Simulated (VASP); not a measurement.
# SrTl4O3 (P-43m) in VASP: single point with PBE

Aim: the single point of SrTl4O3 with PBE.

Everything below comes from runs of VASP 6.6.1. Logs are shortened: lines on timing, memory, paths and dates and some standing lists are left out, and cuts for length are marked.

### 1 The cell of the first run

It takes space group P-43m (No. 215, cubic). Conventional cell: a = 5.684 Å, b = 5.684 Å, c = 5.684 Å, α = 90.00°, β = 90.00°, γ = 90.00°. Within 3.7 Å of Sr (site symmetry -43m) lie 6 O at 2.84 Å and 4 Tl at 2.98 Å. Tl (site symmetry 3m) has 3 O at 2.68 Å and 1 Sr at 2.98 Å and 3 Tl at 3.17 Å within 3.5 Å. Within 3.5 Å of O (site symmetry -42m) lie 4 Tl at 2.68 Å and 2 Sr at 2.84 Å.

The cell was built from a structure type or drawn by symmetry, and may not be a known phase.

### 2 Single point, PBE

Input file INCAR:

```
SYSTEM = SrTl4O3
ALGO     = Normal         ! electronic algorithm
EDIFF    = 1E-7           ! SCF threshold, eV
ENCUT    = 520            ! plane-wave cutoff, eV
GGA      = PE             ! functional
ISIF     = 2              ! what is computed and relaxed
ISMEAR   = 0              ! smearing method
LASPH    = .TRUE.         ! aspherical terms in the spheres
LCHARG   = .FALSE.        ! write CHGCAR
LREAL    = .FALSE.        ! projectors in reciprocal space
LWAVE    = .FALSE.        ! write WAVECAR
NBANDS   = 50             ! bands
NELM     = 100            ! most SCF steps
PREC     = Accurate       ! precision mode
SIGMA    = 0.02           ! smearing width, eV
```

Input file KPOINTS:

```
k-points
0
G
  6 6 6
  0 0 0
```

Input file POSCAR:

```
SrTl4O3
1.0
    5.6841600202      0.0000000000      0.0000000000
    0.0000000000      5.6841600202      0.0000000000
    0.0000000000      0.0000000000      5.6841600202
Sr Tl O
1 4 3
Direct
    0.0000000000      0.0000000000      0.0000000000
    0.3026176231      0.3026176231      0.3026176231
    0.3026176231      0.6973823769      0.6973823769
    0.6973823769      0.3026176231      0.6973823769
    0.6973823769      0.6973823769      0.3026176231
    0.0000000000      0.0000000000      0.5000000000
    0.0000000000      0.5000000000      0.0000000000
    0.5000000000      0.0000000000      0.0000000000
```

Potentials or basis: VASP PAW PBE potentials, release 64 (Sr_sv, Tl_d, O).

The run is started by

```sh
cat potpaw_PBE.64/Sr_sv/POTCAR potpaw_PBE.64/Tl_d/POTCAR potpaw_PBE.64/O/POTCAR > POTCAR
mpirun -np 1 vasp_std > vasp.out
```

OUTCAR:

```text
SYSTEM = SrTl4O3
   EDIFF = 1E-7
   ENCUT = 520
   GGA = PE
   ISIF = 2
   ISMEAR = 0
   LASPH = .TRUE.
   LREAL = .FALSE.
   NELM = 100
   PREC = Accurate

 ion  position               nearest neighbor table
   1  0.000  0.000  0.000-   6 2.84   7 2.84   8 2.84   6 2.84   7 2.84   8 2.84   4 2.98   5 2.98
                             2 2.98   3 2.98
   2  0.303  0.303  0.303-   6 2.68   7 2.68   8 2.68   1 2.98   3 3.17   4 3.17   5 3.17   3 4.11
                             4 4.11   3 4.11   5 4.11   4 4.11   5 4.11
   3  0.303  0.697  0.697-   6 2.68   7 2.68   8 2.68   1 2.98   2 3.17   4 3.17   5 3.17   5 4.11
                             2 4.11   4 4.11   2 4.11   4 4.11   5 4.11
   4  0.697  0.303  0.697-   6 2.68   7 2.68   8 2.68   1 2.98   2 3.17   3 3.17   5 3.17   5 4.11
                             2 4.11   3 4.11   2 4.11   3 4.11   5 4.11
   5  0.697  0.697  0.303-   6 2.68   7 2.68   8 2.68   1 2.98   2 3.17   3 3.17   4 3.17   4 4.11
                             2 4.11   3 4.11   2 4.11   3 4.11   4 4.11
   6  0.000  0.000  0.500-   2 2.68   3 2.68   4 2.68   5 2.68   1 2.84   1 2.84
   7  0.000  0.500  0.000-   2 2.68   3 2.68   4 2.68   5 2.68   1 2.84   1 2.84
   8  0.500  0.000  0.000-   2 2.68   3 2.68   4 2.68   5 2.68   1 2.84   1 2.84

  LATTYP: Found a simple cubic cell.
 ALAT       =     5.6841600202

  Lattice vectors:

 A1 = (   5.6841600202,   0.0000000000,   0.0000000000)
 A2 = (   0.0000000000,   5.6841600202,   0.0000000000)
 A3 = (   0.0000000000,   0.0000000000,   5.6841600202)

Analysis of symmetry for initial positions (statically):
=====================================================================
 Subroutine PRICEL returns:
 Original cell was already a primitive cell.

 Routine SETGRP: Setting up the symmetry group for a
 simple cubic supercell.

 Subroutine GETGRP returns: Found 24 space group operations
 (whereof 24 operations were pure point group operations)
 out of a pool of 48 trial point group operations.

The static configuration has the point symmetry T_d .

Analysis of symmetry for dynamics (positions and initial velocities):
=====================================================================
 Subroutine PRICEL returns:
 Original cell was already a primitive cell.

 Routine SETGRP: Setting up the symmetry group for a
 simple cubic supercell.

 Subroutine GETGRP returns: Found 24 space group operations
 (whereof 24 operations were pure point group operations)
 out of a pool of 48 trial point group operations.

The dynamic configuration has the point symmetry T_d .

 Subroutine INISYM returns: Found 24 space group operations
 (whereof 24 operations are pure point group operations),
 and found     1 'primitive' translations

----------------------------------------------------------------------------------------

                                     Primitive cell

  volume of cell :     183.6534

  direct lattice vectors                    reciprocal lattice vectors
     5.684160020  0.000000000  0.000000000     0.175927489  0.000000000  0.000000000
     0.000000000  5.684160020  0.000000000     0.000000000  0.175927489  0.000000000
     0.000000000  0.000000000  5.684160020     0.000000000  0.000000000  0.175927489

  length of vectors
     5.684160020  5.684160020  5.684160020     0.175927489  0.175927489  0.175927489

  position of ions in fractional coordinates (direct lattice)
     0.000000000  0.000000000  0.000000000
     0.302617623  0.302617623  0.302617623
     0.302617623  0.697382377  0.697382377
     0.697382377  0.302617623  0.697382377
     0.697382377  0.697382377  0.302617623
     0.000000000  0.000000000  0.500000000
     0.000000000  0.500000000  0.000000000
     0.500000000  0.000000000  0.000000000

  ion indices of the primitive-cell ions
   primitive index   ion index
                 1           1
                 2           2
                 3           3
                 4           4
                 5           5
                 6           6
                 7           7
                 8           8

----------------------------------------------------------------------------------------

 KPOINTS: k-points

Automatic generation of k-mesh.
 Grid dimensions read from file:
 generate k-points for:    6    6    6

 Generating k-lattice:

  Cartesian coordinates                     Fractional coordinates (reciprocal lattice)
     0.029321248  0.000000000  0.000000000     0.166666667  0.000000000  0.000000000
     0.000000000  0.029321248  0.000000000     0.000000000  0.166666667  0.000000000
     0.000000000  0.000000000  0.029321248     0.000000000  0.000000000  0.166666667

  Length of vectors
     0.029321248  0.029321248  0.029321248

  Shift w.r.t. Gamma in fractional coordinates (k-lattice)
     0.000000000  0.000000000  0.000000000

 Subroutine IBZKPT returns following result:
 ===========================================

 Found     20 irreducible k-points:

 Following reciprocal coordinates:
            Coordinates               Weight
  0.000000  0.000000  0.000000      1.000000
  0.166667  0.000000  0.000000      6.000000
  0.333333  0.000000  0.000000      6.000000
  0.500000  0.000000  0.000000      3.000000
  0.166667  0.166667  0.000000     12.000000
  0.333333  0.166667  0.000000     24.000000
[... 12 lines left out ...]
  0.500000  0.500000  0.333333      6.000000
  0.500000  0.500000  0.500000      1.000000
   k-points           NKPTS =     20   k-points in BZ     NKDIM =     20   number of bands    NBANDS=     50
   number of dos      NEDOS =    301   number of ions     NIONS =      8
   total plane-waves  NPLWV =  74088
   dimension x,y,z NGX =    42 NGY =   42 NGZ =   42
   dimension x,y,z NGXF=    84 NGYF=   84 NGZF=   84
   ions per type =               1   4   3
   NGX,Y,Z   is equivalent  to a cutoff of  12.28, 12.28, 12.28 a.u.
   NGXF,Y,Z  is equivalent  to a cutoff of  24.57, 24.57, 24.57 a.u.
 SYSTEM =  SrTl4O3
   PREC   = accura    normal or accurate (medium, high low for compatibility)
   ISTART =      0    job   : 0-new  1-cont  2-samecut
   ICHARG =      2    charge: 1-file 2-atom 10-const
   ISPIN  =      1    spin polarized calculation?
   LNONCOLLINEAR =      F non collinear calculations
   LSORBIT =      F    spin-orbit coupling
   LASPH  =      T    aspherical Exc in radial PAW
   ENCUT  =  520.0 eV  38.22 Ry    6.18 a.u.  10.57 10.57 10.57*2*pi/ulx,y,z
   NELM   =    100;   NELMIN=  2; NELMDL= -5     # of ELM steps
   EDIFF  = 0.1E-06   stopping-criterion for ELM
   LREAL  =      F    real-space projection
   EDIFFG = 0.1E-05   stopping-criterion for IOM
   NSW    =      0    number of steps for IOM
   IBRION =     -1    ionic relax: 0-MD 1-quasi-New 2-CG
   NFREE  =      0    steps in history (QN), initial steepest desc. (CG)
   ISIF   =      2    stress and relaxation
   ISYM   =      2    0-nonsym 1-usesym 2-fastsym
   POTIM  = 0.5000    time-step for ionic-motion
   TEBEG  =    0.0;   TEEND  =   0.0 temperature during run
   PSTRESS=    0.0 pullay stress
   NELECT =      80.0000    total number of electrons
   NUPDOWN=      -1.0000    fix difference up-down
   EMIN   =  10.00;   EMAX   =-10.00  energy-range for DOS
   EFERMI =   0.00;   METHOD = LEGACY
   ISMEAR =     0;   SIGMA  =   0.02  broadening in eV -4-tet -1-fermi 0-gaus
   EFERMI_NEDOS =   21; number of points for ismear=-14 and -15
   IALGO  =     38    algorithm
   IMIX   =      4    mixing-type and parameters
     AMIX     =   0.40;   BMIX     =  1.00
     AMIX_MAG =   1.60;   BMIX_MAG =  1.00
  volume/ion in A,a.u.               =      22.96       154.92
  Fermi-wavevector in a.u.,A,eV,Ry     =   1.241000  2.345150 20.954082  1.540082
  Thomas-Fermi vector in A             =   2.375417
   LORBIT       =      0    0 simple, 1 ext, 2 COOP (PROOUT), +10 PAW based schemes
   GGA     = PE    functional components
   LHFCALC =     F    Hartree Fock is set to
   AEXX    =    0.0000 exact exchange contribution
   IVDW    =     0    specifies the selected vdW correction
   LEPSILON=     F    determine dielectric tensor
   LRPA    =     F    only Hartree local field effects (RPA)
 non-spin polarized calculation
 Gauss-broadening in eV      SIGMA  =   0.02
  energy-cutoff  :      520.00
  volume of cell :      183.65
 maximum number of plane-waves:      4972
   NGX = 21   NGY = 21   NGZ = 21

 number of electron      79.9999984 magnetization

 Free energy of the ion-electron system (eV)
  ---------------------------------------------------
  ext. energy  EPLUGINS =         0.00000000
  ---------------------------------------------------
  free energy    TOTEN  =       -31.18679559 eV

  energy without entropy =      -31.18679559  energy(sigma->0) =      -31.18679559

 E-fermi :   3.9944     XC(G=0):  -9.5319

 val. band max:        3.8019943050   @ k =   0.0000   0.0000   0.0000
 cond. band min:       4.5545353262   @ k =   0.0000   0.0000   0.0000
 fundamental gap:      0.7525410212
 Fermi energy:         3.9944235194

 k-point     1 :       0.0000    0.0000    0.0000
  band No.  band energies     occupation
      1     -30.9826      2.00000
      2     -13.1080      2.00000
      3     -13.1080      2.00000
      4     -13.1080      2.00000
      5     -12.2195      2.00000
      6     -12.1160      2.00000
[... 42 lines left out ...]
     49       9.2630      0.00000
     50       9.8807      0.00000

 k-point     2 :       0.1667    0.0000    0.0000
  band No.  band energies     occupation
      1     -30.9825      2.00000
      2     -13.1843      2.00000
      3     -13.1075      2.00000
      4     -13.1075      2.00000
      5     -12.1937      2.00000
      6     -12.1158      2.00000
[... 42 lines left out ...]
     49       9.1648      0.00000
     50       9.6050      0.00000

 k-point     3 :       0.3333    0.0000    0.0000
  band No.  band energies     occupation
      1     -30.9824      2.00000
      2     -13.3068      2.00000
      3     -13.1067      2.00000
      4     -13.1067      2.00000
      5     -12.1784      2.00000
      6     -12.1151      2.00000
[... 890 lines left out ...]
     49       9.4811      0.00000
     50      11.0426      0.00000

 k-point    20 :       0.5000    0.5000    0.5000
  band No.  band energies     occupation
      1     -30.9818      2.00000
      2     -13.3528      2.00000
      3     -13.3528      2.00000
      4     -13.3528      2.00000
      5     -11.8106      2.00000
      6     -11.8106      2.00000
[... 42 lines left out ...]
     49       9.3735      0.00000
     50      11.2985      0.00000

------------------------ aborting loop because EDIFF is reached ----------------------------------------

  FORCE on cell =-STRESS in cart. coord.  units (eV):
  Direction    XX          YY          ZZ          XY          YZ          ZX
  --------------------------------------------------------------------------------------
  -------------------------------------------------------------------------------------
  Total        0.0486182      0.0486182      0.0486182      0.0000000      0.0000000     -0.0000000
  in kB        0.4241415      0.4241415      0.4241415      0.0000000      0.0000000     -0.0000000
  external PRESSURE =       0.4241415 kB  Pullay stress =       0.0000000 kB

 VOLUME and BASIS-vectors are now :
 -----------------------------------------------------------------------------
  energy-cutoff  :      520.00
  volume of cell :      183.65
      direct lattice vectors                 reciprocal lattice vectors
     5.684160020  0.000000000  0.000000000     0.175927489  0.000000000  0.000000000
     0.000000000  5.684160020  0.000000000     0.000000000  0.175927489  0.000000000
     0.000000000  0.000000000  5.684160020     0.000000000  0.000000000  0.175927489

 POSITION                                       TOTAL-FORCE (eV/Angst)
 -----------------------------------------------------------------------------------
      0.00000      0.00000      0.00000         0.000000     -0.000000     -0.000000
      1.72013      1.72013      1.72013         0.013266      0.013266      0.013266
      1.72013      3.96403      3.96403         0.013266     -0.013266     -0.013266
      3.96403      1.72013      3.96403        -0.013266      0.013266     -0.013266
      3.96403      3.96403      1.72013        -0.013266     -0.013266      0.013266
      0.00000      0.00000      2.84208        -0.000000     -0.000000     -0.000000
      0.00000      2.84208      0.00000         0.000000     -0.000000     -0.000000
      2.84208      0.00000      0.00000         0.000000      0.000000     -0.000000
 -----------------------------------------------------------------------------------
    total drift:                               -0.000000     -0.000000     -0.000000

  FREE ENERGIE OF THE ION-ELECTRON SYSTEM (eV)
  ---------------------------------------------------
  free  energy   TOTEN  =       -31.1867955890 eV

  energy  without entropy=      -31.1867955890  energy(sigma->0) =      -31.18679559
```

It took 3.1 min on 1 thread of AMD EPYC 7R43 (Zen 3), shared host; peak memory 0.31 GiB.

What came out:

* Free energy: -31.1868 eV
* Pressure: 0.0 GPa
* Largest force: 0.023 eV/Å
* Band gap on the k mesh: 0.75 eV

Forces in eV/Å, atoms in the order of the input:
```
Sr   0.000  0.000  0.000
Tl   0.013  0.013  0.013
Tl   0.013 -0.013 -0.013
Tl  -0.013  0.013 -0.013
Tl  -0.013 -0.013  0.013
O    0.000  0.000  0.000
O    0.000  0.000  0.000
O    0.000  0.000  0.000
```

Caveat: spin-orbit coupling is left out, which moves the levels of the heavy elements.
